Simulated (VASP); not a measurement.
Input of a VASP 6.6.1 run:

File POSCAR:

```
Ni
1.0
    0.0000000000      3.5317333300      3.5317333300
    1.7658666700      0.0000000000      1.7658666700
    1.7658666700      1.7658666700      0.0000000000
Ni
2
Direct
    0.0000000000      0.0000000000      0.0000000000
    0.5000000000      0.0000000000      0.0000000000
```

File INCAR.step1:

```
PREC = Accurate
ENCUT = 520
ISMEAR = -1
SIGMA = 0.05
LREAL = F
LASPH = T
NELM = 150
ISPIN = 2
MAGMOM = 2 -2
LMAXMIX = 4
NBANDS = 21
GGA = PE
ALGO = Normal
EDIFF = 1E-4
LWAVE = T
LCHARG = F
```

INCAR.step2

```
PREC = Accurate
ENCUT = 520
EDIFF = 1E-7
ISMEAR = -1
SIGMA = 0.05
LREAL = F
LASPH = T
NELM = 150
ALGO = Normal
ISIF = 2
LWAVE = F
LCHARG = F
ISPIN = 2
MAGMOM = 2 -2
LORBIT = 11
LMAXMIX = 4
METAGGA = R2SCAN
LMIXTAU = T
NBANDS = 21
ISTART = 1
```

File KPOINTS:

```
regular mesh
0
Gamma
  7 14 14
```

Potentials or basis: VASP PAW PBE potentials, release 64 (Ni).

The run is started by

```console
$ cat potpaw_PBE.64/Ni/POTCAR > POTCAR
$ cp INCAR.step1 INCAR
$ mpirun -np 1 vasp_std > vasp.out
$ cp INCAR.step2 INCAR
$ mpirun -np 1 vasp_std > vasp.out
```

(1) Predict the pressure.

(2) What does it give for the net moment?

Results:

(1) -8.8 GPa.

(2) 0.00 μB per cell.

Caveat: the cell stands under tension; the antiferromagnetic order is the one typed at the start, and another may lie lower; the PAW data sets were made with another functional, which shifts forces and pressure a little.
